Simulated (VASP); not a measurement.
# Tl (C2/c) in VASP: single point with revPBE

Aim: the single point of Tl with revPBE.

Program: VASP 6.6.1. These are calculated values, not measurements. Logs are shortened: lines on timing, memory, paths and dates and some standing lists are left out, and cuts for length are marked.

### 1 The cell of the first run

It takes space group C2/c (No. 15, monoclinic). Conventional cell: a = 3.432 Å, b = 11.912 Å, c = 3.594 Å, α = 90.00°, β = 115.24°, γ = 90.00°. Tl (site symmetry 2) has 14 Tl at 3.43 to 4.34 Å within 4.5 Å.

### 2 Single point, revPBE

INCAR reads:

```
SYSTEM = Tl
  PREC = Accurate
  ENCUT = 520
  EDIFF = 1E-6
  ISMEAR = -1
  SIGMA = 0.1
  LREAL = .False.
  LASPH = .True.
  NELM = 80
  ALGO = Normal
  ISIF = 2
  LWAVE = .False.
  LCHARG = .True.
  GGA = RE
  LELF = .True.
  LVHAR = .True.
  NBANDS = 20
  ISYM = 0
```

KPOINTS reads:

```
Automatic mesh
0
Gamma
  11 11 8
  0 0 0
```

POSCAR reads:

```
Tl
1.0
   -4.2404848508      4.1826429430      1.7155638348
    4.1826429430     -4.2404848508      1.7155638348
    2.3299823594      2.3299823594     -1.8215013949
Tl
2
Direct
    0.9982296320      0.0017703680      1.0000000000
    0.7517703680      0.2482296320      0.5000000000
```

Potentials or basis: VASP PAW PBE potentials, release 64 (Tl_d).

Run with:

```console
> cat potpaw_PBE.64/Tl_d/POTCAR > POTCAR
> mpirun -np 1 vasp_std > vasp.out
```

OUTCAR:

```text
SYSTEM = Tl
   PREC = Accurate
   ENCUT = 520
   EDIFF = 1E-6
   ISMEAR = -1
   LREAL = .False.
   LASPH = .True.
   NELM = 80
   ISIF = 2
   GGA = RE
   ISYM = 0

 ion  position               nearest neighbor table
   1  0.998  0.002  0.000-   2 3.49   2 3.49   2 3.51   2 3.51
   2  0.752  0.248  0.500-   1 3.49   1 3.49   1 3.51   1 3.51

IMPORTANT INFORMATION: All symmetrisations will be switched off!
NOSYMM: (Re-)initialisation of all symmetry stuff for point group C_1.

----------------------------------------------------------------------------------------

                                     Primitive cell

  volume of cell :      66.4510

  direct lattice vectors                    reciprocal lattice vectors
    -4.240484851  4.182642943  1.715563835     0.056083696  0.174804440  0.295341680
     4.182642943 -4.240484851  1.715563835     0.174804440  0.056083696  0.295341680
     2.329982359  2.329982359 -1.821501395     0.217459803  0.217459803  0.007331869

  length of vectors
     6.198336311  6.198336311  3.765036908     0.347748014  0.347748014  0.307621989

  position of ions in fractional coordinates (direct lattice)
     0.998229632  0.001770368  0.000000000
     0.751770368  0.248229632  0.500000000

  ion indices of the primitive-cell ions
   primitive index   ion index
                 1           1
                 2           2

----------------------------------------------------------------------------------------

 KPOINTS: Automatic mesh

Automatic generation of k-mesh.
 Grid dimensions read from file:
 generate k-points for:   11   11    8

 Generating k-lattice:

  Cartesian coordinates                     Fractional coordinates (reciprocal lattice)
     0.005098518  0.015891313  0.026849244     0.090909091 -0.000000000  0.000000000
     0.015891313  0.005098518  0.026849244    -0.000000000  0.090909091  0.000000000
     0.027182475  0.027182475  0.000916484     0.000000000  0.000000000  0.125000000

  Length of vectors
     0.031613456  0.031613456  0.038452749

  Shift w.r.t. Gamma in fractional coordinates (k-lattice)
     0.000000000  0.000000000  0.000000000

 Subroutine IBZKPT returns following result:
 ===========================================

 Found    485 irreducible k-points:

 Following reciprocal coordinates:
            Coordinates               Weight
  0.000000  0.000000  0.000000      1.000000
  0.090909  0.000000  0.000000      2.000000
 -0.000000 -0.090909 -0.000000      2.000000
  0.181818  0.000000  0.000000      2.000000
  0.000000 -0.181818 -0.000000      2.000000
  0.272727  0.000000  0.000000      2.000000
[... 16 lines left out ...]
 -0.363636  0.090909 -0.000000      2.000000
 -0.090909  0.363636  0.000000      2.000000
 [... further k-points ...]
   k-points           NKPTS =    485   k-points in BZ     NKDIM =    485   number of bands    NBANDS=     20
   number of dos      NEDOS =    301   number of ions     NIONS =      2
   total plane-waves  NPLWV =  64512
   dimension x,y,z NGX =    48 NGY =   48 NGZ =   28
   dimension x,y,z NGXF=    96 NGYF=   96 NGZF=   56
   ions per type =               2
   NGX,Y,Z   is equivalent  to a cutoff of  12.87, 12.87, 12.36 a.u.
   NGXF,Y,Z  is equivalent  to a cutoff of  25.75, 25.75, 24.73 a.u.
 SYSTEM =  Tl
   PREC   = accura    normal or accurate (medium, high low for compatibility)
   ISTART =      0    job   : 0-new  1-cont  2-samecut
   ICHARG =      2    charge: 1-file 2-atom 10-const
   ISPIN  =      1    spin polarized calculation?
   LNONCOLLINEAR =      F non collinear calculations
   LSORBIT =      F    spin-orbit coupling
   LASPH  =      T    aspherical Exc in radial PAW
   ENCUT  =  520.0 eV  38.22 Ry    6.18 a.u.  11.52 11.52  7.00*2*pi/ulx,y,z
   NELM   =     80;   NELMIN=  2; NELMDL= -5     # of ELM steps
   EDIFF  = 0.1E-05   stopping-criterion for ELM
   LREAL  =      F    real-space projection
   EDIFFG = 0.1E-04   stopping-criterion for IOM
   NSW    =      0    number of steps for IOM
   IBRION =     -1    ionic relax: 0-MD 1-quasi-New 2-CG
   NFREE  =      0    steps in history (QN), initial steepest desc. (CG)
   ISIF   =      2    stress and relaxation
   ISYM   =      0    0-nonsym 1-usesym 2-fastsym
   POTIM  = 0.5000    time-step for ionic-motion
   TEBEG  =    0.0;   TEEND  =   0.0 temperature during run
   PSTRESS=    0.0 pullay stress
   NELECT =      26.0000    total number of electrons
   NUPDOWN=      -1.0000    fix difference up-down
   EMIN   =  10.00;   EMAX   =-10.00  energy-range for DOS
   EFERMI =   0.00;   METHOD = LEGACY
   ISMEAR =    -1;   SIGMA  =   0.10  broadening in eV -4-tet -1-fermi 0-gaus
   EFERMI_NEDOS =   21; number of points for ismear=-14 and -15
   IALGO  =     38    algorithm
   IMIX   =      4    mixing-type and parameters
     AMIX     =   0.40;   BMIX     =  1.00
     AMIX_MAG =   1.60;   BMIX_MAG =  1.00
  volume/ion in A,a.u.               =      33.23       224.22
  Fermi-wavevector in a.u.,A,eV,Ry     =   1.197381  2.262721 19.506946  1.433720
  Thomas-Fermi vector in A             =   2.333297
   LORBIT       =      0    0 simple, 1 ext, 2 COOP (PROOUT), +10 PAW based schemes
   GGA     = RE    functional components
   LHFCALC =     F    Hartree Fock is set to
   AEXX    =    0.0000 exact exchange contribution
   IVDW    =     0    specifies the selected vdW correction
   LEPSILON=     F    determine dielectric tensor
   LRPA    =     F    only Hartree local field effects (RPA)
 non-spin polarized calculation
  energy-cutoff  :      520.00
  volume of cell :       66.45
 maximum number of plane-waves:      1806
 NGX is ok and might be reduce to    48
   NGX = 23   NGY = 23   NGZ = 13

 number of electron      25.9999998 magnetization

 Free energy of the ion-electron system (eV)
  ---------------------------------------------------
  ext. energy  EPLUGINS =         0.00000000
  ---------------------------------------------------
  free energy    TOTEN  =        -3.76838018 eV

  energy without entropy =       -3.72385988  energy(sigma->0) =       -3.74612003

 E-fermi :   5.2861     XC(G=0):  -9.3569

 val. band max:        5.2845710899   @ k =  -0.1818  -0.4545   0.3750
 cond. band min:       5.2862755641   @ k =  -0.3636  -0.4545   0.2500
 fundamental gap:      0.0017044742
 Fermi energy:         5.2860507910

 k-point     1 :       0.0000    0.0000    0.0000
  band No.  band energies     occupation
      1      -6.4202      2.00000
      2      -6.3837      2.00000
      3      -6.3692      2.00000
      4      -6.2466      2.00000
      5      -6.2372      2.00000
      6      -6.1464      2.00000
[... 12 lines left out ...]
     19      15.2166      0.00000
     20      16.8349      0.00000

 k-point     2 :       0.0909    0.0000    0.0000
  band No.  band energies     occupation
      1      -6.3918      2.00000
      2      -6.3619      2.00000
      3      -6.3331      2.00000
      4      -6.2346      2.00000
      5      -6.2255      2.00000
      6      -6.1610      2.00000
[... 12 lines left out ...]
     19      15.3851      0.00000
     20      16.0004      0.00000

 k-point     3 :      -0.0000   -0.0909   -0.0000
  band No.  band energies     occupation
      1      -6.3918      2.00000
      2      -6.3619      2.00000
      3      -6.3331      2.00000
      4      -6.2346      2.00000
      5      -6.2255      2.00000
      6      -6.1610      2.00000
[... 12 lines left out ...]
     19      15.3851      0.00000
     20      15.9947      0.00000

 k-point     4 :       0.1818    0.0000    0.0000
  band No.  band energies     occupation
      1      -6.3366      2.00000
      2      -6.3265      2.00000
      3      -6.2614      2.00000
      4      -6.2206      2.00000
      5      -6.1826      2.00000
      6      -6.1750      2.00000
[... 12 lines left out ...]
     19      14.5670      0.00000
     20      15.1785      0.00000

 k-point     5 :       0.0000   -0.1818   -0.0000
  band No.  band energies     occupation
      1      -6.3366      2.00000
      2      -6.3265      2.00000
      3      -6.2614      2.00000
      4      -6.2206      2.00000
      5      -6.1826      2.00000
      6      -6.1750      2.00000
[... 12 lines left out ...]
     19      14.5670      0.00000
     20      15.1785      0.00000

 k-point     6 :       0.2727    0.0000    0.0000
  band No.  band energies     occupation
      1      -6.3613      2.00000
      2      -6.2981      2.00000
      3      -6.2902      2.00000
      4      -6.2448      2.00000
      5      -6.1817      2.00000
      6      -6.1169      2.00000
[... 12 lines left out ...]
     19      14.0677      0.00000
     20      14.8511      0.00000

 k-point     7 :      -0.0000   -0.2727   -0.0000
  band No.  band energies     occupation
      1      -6.3613      2.00000
      2      -6.2981      2.00000
      3      -6.2902      2.00000
      4      -6.2448      2.00000
      5      -6.1817      2.00000
      6      -6.1169      2.00000
[... 12 lines left out ...]
     19      14.0677      0.00000
     20      14.8511      0.00000
[... 277 lines left out ...]
 k-point    20 :      -0.0909   -0.4545   -0.0000
  band No.  band energies     occupation
      1      -6.4404      2.00000
      2      -6.3995      2.00000
      3      -6.3651      2.00000
      4      -6.2850      2.00000
      5      -6.2277      2.00000
      6      -6.0452      2.00000
[... 12 lines left out ...]
     19      12.8681      0.00000
     20      13.8176      0.00000

 k-point    21 :      -0.4545    0.0909    0.0000
  band No.  band energies     occupation
      1      -6.4086      2.00000
      2      -6.3624      2.00000
      3      -6.3333      2.00000
      4      -6.2765      2.00000
      5      -6.2099      2.00000
      6      -6.0447      2.00000
[... 12 lines left out ...]
     19      13.4975      0.00000
     20      14.0820      0.00000

 k-point    22 :      -0.0909    0.4545    0.0000
  band No.  band energies     occupation
      1      -6.4086      2.00000
      2      -6.3624      2.00000
      3      -6.3333      2.00000
      4      -6.2765      2.00000
      5      -6.2099      2.00000
      6      -6.0447      2.00000
[... 12 lines left out ...]
     19      13.4975      0.00000
     20      14.0820      0.00000

 k-point    23 :      -0.3636    0.0909   -0.0000
  band No.  band energies     occupation
      1      -6.3614      2.00000
      2      -6.3154      2.00000
      3      -6.2869      2.00000
      4      -6.2441      2.00000
      5      -6.1853      2.00000
      6      -6.0985      2.00000
[... 12 lines left out ...]
     19      13.8905      0.00000
     20      14.4590      0.00000

 k-point    24 :      -0.0909    0.3636    0.0000
  band No.  band energies     occupation
      1      -6.3614      2.00000
      2      -6.3154      2.00000
      3      -6.2869      2.00000
      4      -6.2441      2.00000
      5      -6.1853      2.00000
      6      -6.0985      2.00000
[... 12 lines left out ...]
     19      13.8905      0.00000
     20      14.4590      0.00000

 [... further k-points ...]
[... 5 lines left out ...]
  --------------------------------------------------------------------------------------
  -------------------------------------------------------------------------------------
  Total       -0.0268115     -0.0268114     -0.0364316     -0.0004725     -0.0005762     -0.0005765
  in kB       -0.6464438     -0.6464417     -0.8783911     -0.0113932     -0.0138926     -0.0138993
  external PRESSURE =      -0.7237589 kB  Pullay stress =       0.0000000 kB

 VOLUME and BASIS-vectors are now :
 -----------------------------------------------------------------------------
  energy-cutoff  :      520.00
  volume of cell :       66.45
      direct lattice vectors                 reciprocal lattice vectors
    -4.240484851  4.182642943  1.715563835     0.056083696  0.174804440  0.295341680
     4.182642943 -4.240484851  1.715563835     0.174804440  0.056083696  0.295341680
     2.329982359  2.329982359 -1.821501395     0.217459803  0.217459803  0.007331869

 POSITION                                       TOTAL-FORCE (eV/Angst)
 -----------------------------------------------------------------------------------
     -4.22557      4.16773      1.71556        -0.000660      0.000660     -0.000000
     -0.98462      3.25676      0.80481         0.000660     -0.000660      0.000000
 -----------------------------------------------------------------------------------
    total drift:                               -0.000000      0.000000     -0.000000

  FREE ENERGIE OF THE ION-ELECTRON SYSTEM (eV)
  ---------------------------------------------------
  free  energy   TOTEN  =        -3.7683801837 eV

  energy  without entropy=       -3.7238598816  energy(sigma->0) =       -3.74612003
```

Run time: 7.7 min. Hardware: 1 thread of Intel Xeon Platinum 8259CL at 2.50GHz (Skylake/Cascade Lake), shared host; peak memory 0.63 GiB.

Results:

| Quantity | Value |
| --- | --- |
| Free energy | -3.7684 eV |
| Pressure | -0.1 GPa |
| Band gap on the k mesh | zero (bands 13 and 14 overlap by 4.68 eV) |

Levels at points of the mesh, in eV from the Fermi level:
```csv
k point,band 11,band 12,band 13,band 14,band 15,band 16
"(0.00, 0.00, 0.00)",-9.18,-5.55,-2.43,6.11,8.68,8.71
"(0.00, 0.00, 0.50)",-5.57,-5.57,-0.43,-0.43,1.85,1.85
```

Caveat: the PAW data sets were made with another functional, which shifts forces and pressure a little; spin-orbit coupling is left out, which moves the levels of the heavy elements.
